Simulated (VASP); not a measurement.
Runs of VASP 6.6.1 on TiN (Osbornite). The structure is that of space group Fm-3m (No. 225), or close to it. The cells are those of the table. 

| potentials or basis | cell | cutoff (eV) | second run | gap on the mesh (eV) | pressure (GPa) |
| --- | --- | --- | --- | --- | --- |
| VASP PAW LDA potentials, release 64 (Ti_sv, N) | a = 2.920 Å, angles 60.0°, 2 atoms | 520 | - | none | 11.8 |
| VASP PAW LDA potentials, release 64 (Ti_sv, N) | a = 3.093 Å, angles 60.0°, 2 atoms | 520 | - | none | -32.8 |
| VASP PAW LDA potentials, release 64 (Ti_sv, N) | a = 2.893 Å, angles 60.0°, 2 atoms | 520 | - | none | 22.4 |
| VASP PAW LDA potentials, release 64 (Ti_sv, N_h) | a = 2.946 Å, angles 60.0°, 2 atoms | 910 | hard_potentials | none | (a) |
| VASP PAW LDA potentials, release 64 (Ti_sv, N_h) | a = 2.972 Å, angles 60.0°, 2 atoms | 910 | hard_potentials | none | (b) |
| VASP PAW LDA potentials, release 64 (Ti_sv, N) | a = 2.997 Å, angles 60.0°, 2 atoms | 520 | - | none | -12.6 |
| VASP PAW LDA potentials, release 64 (Ti_sv, N) | a = 2.972 Å, angles 60.0°, 2 atoms | 520 | - | none | -5.5 |
| VASP PAW LDA potentials, release 64 (Ti_sv, N) | a = 2.946 Å, angles 60.0°, 2 atoms | 520 | - | none | (c) |

Alike in all rows: task single point; level LDA; no spin polarisation; k mesh 11 × 11 × 11; smearing fermi-dirac 0.1 eV.

Problem. Fill in the values left out.

Solution. (a) 2.4; (b) -5.7; (c) 2.5.

Caveats: the cutoff is under 1.25 times the usual one of these potentials, so pressure, stress and relaxed cells hold a basis-set (Pulay) error (some runs).

A gap of «none» marks levels without a gap at the run's occupations.
